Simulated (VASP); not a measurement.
Input of a VASP 6.6.1 run:

The input INCAR:

```
SYSTEM = TiTe2
PREC = Accurate ; ENCUT = 500
EDIFF = 1E-6 ; ISMEAR = 0
SIGMA = 0.05 ; LREAL = .False.
LASPH = .True. ; NELM = 120
ALGO = Normal ; ISIF = 2
LWAVE = .False. ; LCHARG = .False.
GGA = CA ; NBANDS = 19
GGA_COMPAT = .False.
```

File KPOINTS:

```
regular mesh
0
Gamma
  10 10 10
  0 0 0
```

The input POSCAR:

```
TiTe2
1.0
    0.0000000000      3.4428591255      3.4428591255
    3.4428591255      0.0000000000      3.4428591255
    3.4428591255      3.4428591255      0.0000000000
Ti Te
1 2
Direct
    0.0000000000      0.0000000000      0.0000000000
    0.2500000000      0.2500000000      0.2500000000
    0.7500000000      0.7500000000      0.7500000000
```

Potentials or basis: VASP PAW LDA potentials, release 64 (Ti_sv, Te).

Run with:

```console
$ cat potpaw_LDA.64/Ti_sv/POTCAR potpaw_LDA.64/Te/POTCAR > POTCAR
$ mpirun -np 1 vasp_std > vasp.out
```

Question: Predict the band gap on the k mesh.

Answer: Zero (band 12 reaches 7.22 eV, above the bottom of band 13 at 6.94 eV).

Question: Estimate the pressure.

Answer: -4.6 GPa.

Caveat: spin-orbit coupling is left out, which moves the levels of the heavy elements.
